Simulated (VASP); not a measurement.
**FeS2: single point with LDA**

Crystal: FeS2.

```xyz
6
Lattice="4.4308 0.0000 0.0000 0.0000 5.4006 0.0000 0.0000 0.0000 3.3792" Properties=species:S:1:pos:R:3 pbc="T T T"
Fe    2.2154    2.7003    1.6896
Fe    0.0000    0.0000    0.0000
S     1.3250    4.7408    1.6896
S     3.1058    0.6597    1.6896
S     0.8904    2.0406    0.0000
S     3.5404    3.3600    0.0000
```

| Quantity | Value |
| --- | --- |
| Program | VASP 6.6.1 |
| Task | single point |
| Functional | LDA |
| Potentials or basis | VASP PAW LDA potentials, release 64 (Fe, S) |
| Cutoff | 600 eV |
| k mesh | 6 × 6 × 8 |
| Occupations | gaussian, width 0.01 eV |
| Spin | no spin polarisation |
| Dipole correction | no |
| Further INCAR settings | ALGO = Normal; EDIFF = 1e-06; NBANDS = 29 |

```json
{
 "Pressure": "-9.7 GPa",
 "Largest force": "0.476 eV/Å",
 "Band gap on the k mesh": "0.75 eV (least direct gap 1.05 eV)"
}
```

Forces on the atoms (eV/Å):
```
Fe   0.000  0.000  0.000
Fe   0.000  0.000  0.000
S   -0.428 -0.208  0.000
S    0.428  0.208  0.000
S    0.428 -0.208  0.000
S   -0.428  0.208  0.000
```

Stress tensor (GPa, compression positive):
```
 -9.36   0.00   0.00
  0.00  -9.67   0.00
  0.00   0.00 -10.14
```

Levels at points of the mesh, in eV from the valence-band top:
```
           k point  band 16  band 17  band 18  band 19  band 20  band 21  band 22  band 23  band 24  band 25
(0.00, 0.00, 0.00)    -1.17    -1.00    -0.78    -0.75    -0.57     1.22     1.37     2.80     3.04     3.31
(0.50, 0.00, 0.00)    -1.20    -0.67    -0.67    -0.10    -0.10     1.66     1.66     1.94     1.94     2.63
(0.00, 0.50, 0.00)    -1.10    -0.83    -0.83    -0.34    -0.34     1.11     1.11     2.39     2.39     2.84
(0.50, 0.50, 0.00)    -1.36    -1.14    -1.14    -0.93    -0.93     1.31     1.31     1.83     1.83     3.24
(0.00, 0.00, 0.50)    -1.38    -0.94    -0.94    -0.39    -0.39     1.35     1.35     1.61     1.61     2.21
(0.50, 0.00, 0.50)    -1.13    -0.79    -0.79    -0.31    -0.31     1.44     1.44     2.02     2.02     3.49
(0.00, 0.50, 0.50)    -1.83    -1.46    -1.46    -0.35    -0.35     0.75     0.75     2.07     2.07     3.09
(0.50, 0.50, 0.50)    -1.41    -0.63    -0.63    -0.33    -0.33     1.65     1.65     2.02     2.02     2.41
```

Wall time 3.9 min on 1 thread of Oxide Virtual Turin-like Processor, with other jobs on the host, peak memory 0.27 GiB.

Caveat: the cell stands under tension. A k mesh can miss the band edges.
